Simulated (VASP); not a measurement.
# SbS2 (R-3m) in VASP: a series of runs

SbS2 is run at these levels: PBE; tasks: single point, relaxation of cell and atoms.

Everything below comes from runs of VASP 6.6.1. Logs are shortened: lines on timing, memory, paths and dates and some standing lists are left out, and cuts for length are marked.

**1. The cell of the first run**

Symmetry: R-3m, No. 166, trigonal system. The conventional cell has a = 3.811 Å, b = 3.811 Å, c = 17.264 Å, α = 90.00°, β = 90.00°, γ = 120.00°. Within 3.5 Å of Sb (site symmetry -3m) lie 6 S at 2.63 Å. Within 3.9 Å of S (site symmetry 3m) lie 3 Sb at 2.63 Å and 12 S at 3.62 to 3.81 Å.

**2. Single point, PBE**

The input, INCAR:

```
SYSTEM = SbS2
PREC     = Accurate       ! precision mode
ENCUT    = 520            ! plane-wave cutoff, eV
EDIFF    = 1E-6           ! SCF threshold, eV
ISMEAR   = 0              ! smearing method
SIGMA    = 0.1            ! smearing width, eV
LREAL    = .False.        ! projectors in reciprocal space
LASPH    = .True.         ! aspherical terms in the spheres
NELM     = 80             ! most SCF steps
ALGO     = Normal         ! electronic algorithm
ISIF     = 2              ! what is computed and relaxed
LWAVE    = .False.        ! write WAVECAR
LCHARG   = .False.        ! write CHGCAR
GGA      = PE             ! functional
NBANDS   = 16             ! bands
```

The input, KPOINTS:

```
regular mesh
0
Gamma
  6 6 6
  0 0 0
```

The input, POSCAR:

```
SbS2
1.0
    1.9053286359      1.1000420008      5.7545798880
   -1.9053286359      1.1000420008      5.7545798880
    0.0000000000     -2.2000840017      5.7545798880
Sb S
1 2
Direct
    0.0000000000      0.0000000000      0.0000000000
    0.7500000000      0.7500000000      0.7500000000
    0.2500000000      0.2500000000      0.2500000000
```

Potentials or basis: VASP PAW PBE potentials, release 64 (Sb, S).

Command:

```sh
$ cat potpaw_PBE.64/Sb/POTCAR potpaw_PBE.64/S/POTCAR > POTCAR
$ mpirun -np 1 vasp_std > vasp.out
```

OUTCAR:

```text
SYSTEM = SbS2
   PREC = Accurate
   ENCUT = 520
   EDIFF = 1E-6
   ISMEAR = 0
   LREAL = .False.
   LASPH = .True.
   NELM = 80
   ISIF = 2
   GGA = PE

 ion  position               nearest neighbor table
   1  0.000  0.000  0.000-   2 2.63   2 2.63   3 2.63   3 2.63   2 2.63   3 2.63
   2  0.750  0.750  0.750-   1 2.63   1 2.63   1 2.63
   3  0.250  0.250  0.250-   1 2.63   1 2.63   1 2.63

  LATTYP: Found a trigonal (rhomboedric) cell.
 ALAT       =     6.1608083318
 COS(alpha) =     0.8087090652

  Lattice vectors:

 A1 = (   1.9053286359,   1.1000420008,   5.7545798880)
 A2 = (  -1.9053286359,   1.1000420008,   5.7545798880)
 A3 = (   0.0000000000,  -2.2000840017,   5.7545798880)

Analysis of symmetry for initial positions (statically):
=====================================================================
 Subroutine PRICEL returns:
 Original cell was already a primitive cell.

 Routine SETGRP: Setting up the symmetry group for a
 trigonal (rhombohedral) supercell.

 Subroutine GETGRP returns: Found 12 space group operations
 (whereof 12 operations were pure point group operations)
 out of a pool of 12 trial point group operations.

The static configuration has the point symmetry D_3d.

Analysis of symmetry for dynamics (positions and initial velocities):
=====================================================================
 Subroutine PRICEL returns:
 Original cell was already a primitive cell.

 Routine SETGRP: Setting up the symmetry group for a
 trigonal (rhombohedral) supercell.

 Subroutine GETGRP returns: Found 12 space group operations
 (whereof 12 operations were pure point group operations)
 out of a pool of 12 trial point group operations.

The dynamic configuration has the point symmetry D_3d.

 Subroutine INISYM returns: Found 12 space group operations
 (whereof 12 operations are pure point group operations),
 and found     1 'primitive' translations

----------------------------------------------------------------------------------------

                                     Primitive cell

  volume of cell :      72.3676

  direct lattice vectors                    reciprocal lattice vectors
     1.905328636  1.100042001  5.754579888     0.262421921  0.151509366  0.057924877
    -1.905328636  1.100042001  5.754579888    -0.262421921  0.151509366  0.057924877
     0.000000000 -2.200084002  5.754579888     0.000000000 -0.303018733  0.057924877

  length of vectors
     6.160808332  6.160808332  6.160808332     0.308505501  0.308505501  0.308505501

  position of ions in fractional coordinates (direct lattice)
     0.000000000  0.000000000  0.000000000
     0.750000000  0.750000000  0.750000000
     0.250000000  0.250000000  0.250000000

  ion indices of the primitive-cell ions
   primitive index   ion index
                 1           1
                 2           2
                 3           3

----------------------------------------------------------------------------------------

 KPOINTS: regular mesh

Automatic generation of k-mesh.
 Grid dimensions read from file:
 generate k-points for:    6    6    6

 Generating k-lattice:

  Cartesian coordinates                     Fractional coordinates (reciprocal lattice)
     0.043736987  0.025251561  0.009654146     0.166666667  0.000000000 -0.000000000
    -0.043736987  0.025251561  0.009654146     0.000000000  0.166666667 -0.000000000
     0.000000000 -0.050503122  0.009654146    -0.000000000 -0.000000000  0.166666667

  Length of vectors
     0.051417583  0.051417583  0.051417583

  Shift w.r.t. Gamma in fractional coordinates (k-lattice)
     0.000000000  0.000000000  0.000000000

 Subroutine IBZKPT returns following result:
 ===========================================

 Found     32 irreducible k-points:

 Following reciprocal coordinates:
            Coordinates               Weight
  0.000000  0.000000  0.000000      1.000000
  0.166667  0.000000  0.000000      6.000000
  0.333333  0.000000  0.000000      6.000000
  0.500000 -0.000000  0.000000      3.000000
  0.166667  0.166667  0.000000      6.000000
  0.333333  0.166667  0.000000     12.000000
[... 16 lines left out ...]
  0.500000  0.500000  0.166667      6.000000
 -0.333333  0.500000  0.166667     12.000000
 [... further k-points ...]
   k-points           NKPTS =     32   k-points in BZ     NKDIM =     32   number of bands    NBANDS=     16
   number of dos      NEDOS =    301   number of ions     NIONS =      3
   total plane-waves  NPLWV = 110592
   dimension x,y,z NGX =    48 NGY =   48 NGZ =   48
   dimension x,y,z NGXF=    96 NGYF=   96 NGZF=   96
   ions per type =               1   2
   NGX,Y,Z   is equivalent  to a cutoff of  12.95, 12.95, 12.95 a.u.
   NGXF,Y,Z  is equivalent  to a cutoff of  25.91, 25.91, 25.91 a.u.
 SYSTEM =  SbS2
   PREC   = accura    normal or accurate (medium, high low for compatibility)
   ISTART =      0    job   : 0-new  1-cont  2-samecut
   ICHARG =      2    charge: 1-file 2-atom 10-const
   ISPIN  =      1    spin polarized calculation?
   LNONCOLLINEAR =      F non collinear calculations
   LSORBIT =      F    spin-orbit coupling
   LASPH  =      T    aspherical Exc in radial PAW
   ENCUT  =  520.0 eV  38.22 Ry    6.18 a.u.  11.46 11.46 11.46*2*pi/ulx,y,z
   NELM   =     80;   NELMIN=  2; NELMDL= -5     # of ELM steps
   EDIFF  = 0.1E-05   stopping-criterion for ELM
   LREAL  =      F    real-space projection
   EDIFFG = 0.1E-04   stopping-criterion for IOM
   NSW    =      0    number of steps for IOM
   IBRION =     -1    ionic relax: 0-MD 1-quasi-New 2-CG
   NFREE  =      0    steps in history (QN), initial steepest desc. (CG)
   ISIF   =      2    stress and relaxation
   ISYM   =      2    0-nonsym 1-usesym 2-fastsym
   POTIM  = 0.5000    time-step for ionic-motion
   TEBEG  =    0.0;   TEEND  =   0.0 temperature during run
   PSTRESS=    0.0 pullay stress
   NELECT =      17.0000    total number of electrons
   NUPDOWN=      -1.0000    fix difference up-down
   EMIN   =  10.00;   EMAX   =-10.00  energy-range for DOS
   EFERMI =   0.00;   METHOD = LEGACY
   ISMEAR =     0;   SIGMA  =   0.10  broadening in eV -4-tet -1-fermi 0-gaus
   EFERMI_NEDOS =   21; number of points for ismear=-14 and -15
   IALGO  =     38    algorithm
   IMIX   =      4    mixing-type and parameters
     AMIX     =   0.40;   BMIX     =  1.00
     AMIX_MAG =   1.60;   BMIX_MAG =  1.00
  volume/ion in A,a.u.               =      24.12       162.79
  Fermi-wavevector in a.u.,A,eV,Ry     =   1.010128  1.908865 13.882824  1.020359
  Thomas-Fermi vector in A             =   2.143098
   LORBIT       =      0    0 simple, 1 ext, 2 COOP (PROOUT), +10 PAW based schemes
   GGA     = PE    functional components
   LHFCALC =     F    Hartree Fock is set to
   AEXX    =    0.0000 exact exchange contribution
   IVDW    =     0    specifies the selected vdW correction
   LEPSILON=     F    determine dielectric tensor
   LRPA    =     F    only Hartree local field effects (RPA)
 non-spin polarized calculation
 Gauss-broadening in eV      SIGMA  =   0.10
  energy-cutoff  :      520.00
  volume of cell :       72.37
 maximum number of plane-waves:      1971
 NGX is ok and might be reduce to    48
   NGX = 23   NGY = 23   NGZ = 23

 number of electron      16.9999999 magnetization

 Free energy of the ion-electron system (eV)
  ---------------------------------------------------
  ext. energy  EPLUGINS =         0.00000000
  ---------------------------------------------------
  free energy    TOTEN  =       -12.59140691 eV

  energy without entropy =      -12.58018786  energy(sigma->0) =      -12.58579739

 E-fermi :   5.3061     XC(G=0):  -9.2931

 val. band max:        5.2974491520   @ k =   0.3333   0.3333   0.3333
 cond. band min:       5.3340187465   @ k =   0.1667   0.1667   0.0000
 fundamental gap:      0.0365695944
 Fermi energy:         5.3061396311

 k-point     1 :       0.0000    0.0000    0.0000
  band No.  band energies     occupation
      1      -9.7855      2.00000
      2      -7.3860      2.00000
      3      -2.2114      2.00000
      4       2.8483      2.00000
      5       2.8483      2.00000
      6       3.2855      2.00000
[... 8 lines left out ...]
     15      12.8791      0.00000
     16      13.8373      0.00000

 k-point     2 :       0.1667    0.0000    0.0000
  band No.  band energies     occupation
      1      -9.4843      2.00000
      2      -7.2706      2.00000
      3      -2.4135      2.00000
      4       1.1265      2.00000
      5       2.1588      2.00000
      6       2.2226      2.00000
[... 8 lines left out ...]
     15      13.2468      0.00000
     16      13.8182      0.00000

 k-point     3 :       0.3333    0.0000    0.0000
  band No.  band energies     occupation
      1      -8.6439      2.00000
      2      -7.1222      2.00000
      3      -3.4380      2.00000
      4       0.0495      2.00000
      5       1.3216      2.00000
      6       1.3979      2.00000
[... 8 lines left out ...]
     15      13.9253      0.00000
     16      14.1368      0.00000

 k-point     4 :       0.5000   -0.0000    0.0000
  band No.  band energies     occupation
      1      -7.6538      2.00000
      2      -7.5177      2.00000
      3      -4.1687      2.00000
      4      -0.3783      2.00000
      5       1.1097      2.00000
      6       1.5207      2.00000
[... 8 lines left out ...]
     15      14.4957      0.00000
     16      15.1399      0.00000
[... 324 lines left out ...]
 k-point    22 :      -0.1667    0.3333    0.1667
  band No.  band energies     occupation
      1      -7.9662      2.00000
      2      -7.1144      2.00000
      3      -4.2129      2.00000
      4      -0.3384      2.00000
      5       0.5050      2.00000
      6       1.3169      2.00000
[... 8 lines left out ...]
     15      13.2805      0.00000
     16      14.8334      0.00000

 k-point    23 :       0.5000    0.5000    0.1667
  band No.  band energies     occupation
      1      -8.5360      2.00000
      2      -7.2860      2.00000
      3      -3.4946      2.00000
      4      -0.1404      2.00000
      5       1.2531      2.00000
      6       2.1658      2.00000
[... 8 lines left out ...]
     15      13.9246      0.00000
     16      14.1941      0.00000

 k-point    24 :      -0.3333    0.5000    0.1667
  band No.  band energies     occupation
      1      -7.8606      2.00000
      2      -7.2272      2.00000
      3      -4.3044      2.00000
      4      -0.4335      2.00000
      5       0.5700      2.00000
      6       1.6987      2.00000
[... 8 lines left out ...]
     15      14.6800      0.00000
     16      14.8310      0.00000

 [... further k-points ...]

------------------------ aborting loop because EDIFF is reached ----------------------------------------

  FORCE on cell =-STRESS in cart. coord.  units (eV):
  Direction    XX          YY          ZZ          XY          YZ          ZX
  --------------------------------------------------------------------------------------
  -------------------------------------------------------------------------------------
  Total        0.3235950      0.3235950      2.4262590      0.0000000     -0.0000000      0.0000000
  in kB        7.1642103      7.1642103     53.7160045      0.0000000     -0.0000000      0.0000000
  external PRESSURE =      22.6814751 kB  Pullay stress =       0.0000000 kB

 VOLUME and BASIS-vectors are now :
 -----------------------------------------------------------------------------
  energy-cutoff  :      520.00
  volume of cell :       72.37
      direct lattice vectors                 reciprocal lattice vectors
     1.905328636  1.100042001  5.754579888     0.262421921  0.151509366  0.057924877
    -1.905328636  1.100042001  5.754579888    -0.262421921  0.151509366  0.057924877
     0.000000000 -2.200084002  5.754579888     0.000000000 -0.303018733  0.057924877

 POSITION                                       TOTAL-FORCE (eV/Angst)
 -----------------------------------------------------------------------------------
      0.00000      0.00000      0.00000         0.000000      0.000000      0.000000
      0.00000     -0.00000     12.94780         0.000000     -0.000000      0.700963
      0.00000     -0.00000      4.31593         0.000000      0.000000     -0.700963
 -----------------------------------------------------------------------------------
    total drift:                                0.000000      0.000000     -0.000000

  FREE ENERGIE OF THE ION-ELECTRON SYSTEM (eV)
  ---------------------------------------------------
  free  energy   TOTEN  =       -12.5914069141 eV

  energy  without entropy=      -12.5801878616  energy(sigma->0) =      -12.58579739
```

It took 2.5 min on 1 thread of Intel Xeon 8259CL, shared host; peak memory 0.32 GiB.

What came out:

```yaml
Free_energy: -12.5914 eV
Pressure: 2.3 GPa
Largest_force: 0.701 eV/Å
Band_gap_on_the_k_mesh: zero (an odd number of electrons rules out a gap without spin polarisation)
```

Forces in eV/Å, atoms in the order of the input:
```
Sb   0.000  0.000  0.000
S    0.000  0.000  0.701
S    0.000  0.000 -0.701
```

Caveat: spin-orbit coupling is left out, which moves the levels of the heavy elements; an odd number of electrons without spin polarisation forces a metal; a magnetic or distorted state may lie lower.

**3. Single point, PBE**

This run uses another cell than the first one, of 25.41 Å³/atom.

The input, INCAR:

```
SYSTEM = SbS2
PREC = Accurate
ENCUT = 520
EDIFF = 1E-6
ISMEAR = 0
SIGMA = 0.1
LREAL = .FALSE.
LASPH = .TRUE.
NELM = 60
ALGO = Normal
ISIF = 2
LWAVE = .FALSE.
LCHARG = .FALSE.
GGA = PE
NBANDS = 16
```

The input, KPOINTS:

```
Automatic mesh
0
G
  6 6 6
  0 0 0
```

The input, POSCAR:

```
SbS2
1.0
    1.8690676076      1.0791066864      6.2979835374
   -1.8690676076      1.0791066864      6.2979835374
    0.0000000000     -2.1582133728      6.2979835374
Sb S
1 2
Direct
    0.0000000000      0.0000000000      0.0000000000
    0.7488498357      0.7488498357      0.7488498357
    0.2511501643      0.2511501643      0.2511501643
```

Potentials or basis: VASP PAW PBE potentials, release 64 (Sb, S).

Command:

```sh
$ cat potpaw_PBE.64/Sb/POTCAR potpaw_PBE.64/S/POTCAR > POTCAR
$ mpirun -np 1 vasp_std > vasp.out
```

Wall time 3.6 min (1 thread of Intel Xeon 8259CL, shared host); peak memory 0.34 GiB.

The run converged. Its results:

```yaml
Free_energy: -12.6892 eV
Pressure: 0.0 GPa
Largest_force: 0.004 eV/Å
Band_gap_on_the_k_mesh: zero (an odd number of electrons rules out a gap without spin polarisation)
```

Forces on the atoms (eV/Å):
```
Sb   0.000  0.000  0.000
S    0.000  0.000 -0.004
S    0.000  0.000  0.004
```

Stress tensor (GPa, compression positive):
```
-0.08  0.00  0.00
 0.00 -0.08  0.00
 0.00  0.00  0.04
```

Levels at points of the mesh, in eV from the Fermi level:
```csv
k point,band 4,band 5,band 6,band 7,band 8,band 9,band 10,band 11,band 12,band 13
"(0.00, 0.00, 0.00)",-2.03,-2.03,-1.70,-1.58,-1.58,-0.74,1.52,2.59,2.59,6.88
"(0.50, 0.00, 0.00)",-5.67,-3.81,-3.73,-2.45,-1.82,-0.64,2.49,3.96,4.30,5.07
"(0.50, 0.50, 0.00)",-5.89,-3.81,-3.54,-1.61,-1.59,-1.22,2.35,3.56,3.85,4.16
"(0.50, 0.50, 0.50)",-2.99,-2.10,-2.10,-1.50,-1.50,0.35,1.44,2.62,2.62,6.78
```

Caveat: spin-orbit coupling is left out, which moves the levels of the heavy elements; an odd number of electrons without spin polarisation forces a metal; a magnetic or distorted state may lie lower.

**4. Relaxation of cell and atoms, PBE**

The input, INCAR:

```
SYSTEM = SbS2
ALGO = Normal
EDIFF = 1E-7
EDIFFG = -0.04
ENCUT = 600
GGA = PE
IBRION = 2
ISIF = 3
ISMEAR = 0
LASPH = .True.
LCHARG = .False.
LREAL = .False.
LWAVE = .False.
NELM = 60
NSW = 90
PREC = Accurate
SIGMA = 0.1
```

The input, KPOINTS:

```
k-points
0
Gamma
  6 6 6
  0 0 0
```

The input, POSCAR:

```
SbS2
1.0
    1.9053286359      1.1000420008      5.7545798880
   -1.9053286359      1.1000420008      5.7545798880
    0.0000000000     -2.2000840017      5.7545798880
Sb S
1 2
Direct
    0.0000000000      0.0000000000      0.0000000000
    0.7500000000      0.7500000000      0.7500000000
    0.2500000000      0.2500000000      0.2500000000
```

Command:

```sh
$ cat potpaw_PBE.64/Sb/POTCAR potpaw_PBE.64/S/POTCAR > POTCAR
$ mpirun -np 1 vasp_std > vasp.out
```

Run time: 24 min. Hardware: 1 thread of Intel Xeon 8259CL, shared host; peak memory 0.38 GiB.

It converged, with:

| Item | Value |
| --- | --- |
| Free energy | -12.6886 eV |
| Relaxed volume | 25.16 Å³/atom |
| Relaxed cell | a = 6.609 Å, b = 6.609 Å, c = 6.609 Å, α = 32.83°, β = 32.83°, γ = 32.83° |
| Space group after relaxing (to 0.1 Å) | R-3m (No. 166) |
| Energy gained by relaxing | 32.3 meV/atom |
| Ionic steps | 13 |
| Pressure after relaxing | 0.1 GPa |
| Largest force after relaxing | 0.007 eV/Å |
| Band gap on the k mesh | zero (an odd number of electrons rules out a gap without spin polarisation) |

Forces on the atoms (eV/Å):
```
Sb   0.000  0.000  0.000
S    0.000  0.000 -0.007
S    0.000  0.000  0.007
```

Step by step:
| step | energy change (eV) | largest force (eV/Å) | pressure (GPa) | volume (Å³) |
| --- | --- | --- | --- | --- |
| 1 | 0.0000 | 0.7013 | 2.29 | 72.37 |
| 2 | -0.0606 | 0.0850 | -1.92 | 76.02 |
| 3 | -0.0624 | 0.0260 | -1.38 | 75.49 |
| 4 | -0.0883 | 0.0726 | -0.60 | 74.18 |
| 5 | -0.0907 | 0.1114 | -0.28 | 73.68 |
| 6 | -0.0908 | 0.1147 | -0.25 | 73.64 |
| 7 | -0.0915 | 0.0157 | 0.29 | 73.26 |
| 8 | -0.0915 | 0.0372 | 0.17 | 73.34 |
| 9 | -0.0921 | 0.0323 | 0.14 | 73.52 |
| 10 | -0.0934 | 0.0167 | 0.06 | 74.04 |
| 11 | -0.0948 | 0.0139 | -0.08 | 75.10 |
| 12 | -0.0956 | 0.0084 | -0.04 | 75.20 |
| 13 | -0.0968 | 0.0072 | 0.09 | 75.48 |

Final structure:
```yaml
crystal:
  lattice:
    - [1.86751, 1.07821, 6.24761]
    - [-1.86751, 1.07821, 6.24761]
    - [0.00000, -2.15642, 6.24761]
  atoms:
    - { symbol: Sb, position: [0.00000, 0.00000, 0.00000] }
    - { symbol: S, position: [0.74958, 0.74958, 0.74958] }
    - { symbol: S, position: [0.25042, 0.25042, 0.25042] }
```

Levels at points of the mesh, in eV from the Fermi level:
```tsv
k point	band 6	band 7	band 8	band 9	band 10	band 11
(0.00, 0.00, 0.00)	-1.69	-1.59	-1.59	-0.75	1.53	2.59
(0.50, 0.00, 0.00)	-3.73	-2.50	-1.84	-0.63	2.48	3.97
(0.50, 0.50, 0.00)	-3.54	-1.61	-1.58	-1.25	2.33	3.53
(0.50, 0.50, 0.50)	-2.11	-1.50	-1.50	0.39	1.45	2.62
```

Caveat: spin-orbit coupling is left out, which moves the levels of the heavy elements; an odd number of electrons without spin polarisation forces a metal; a magnetic or distorted state may lie lower.

(Continued in part 2 of 2.)

The gap in the log of VASP goes by the Fermi energy; the results here count the filled bands.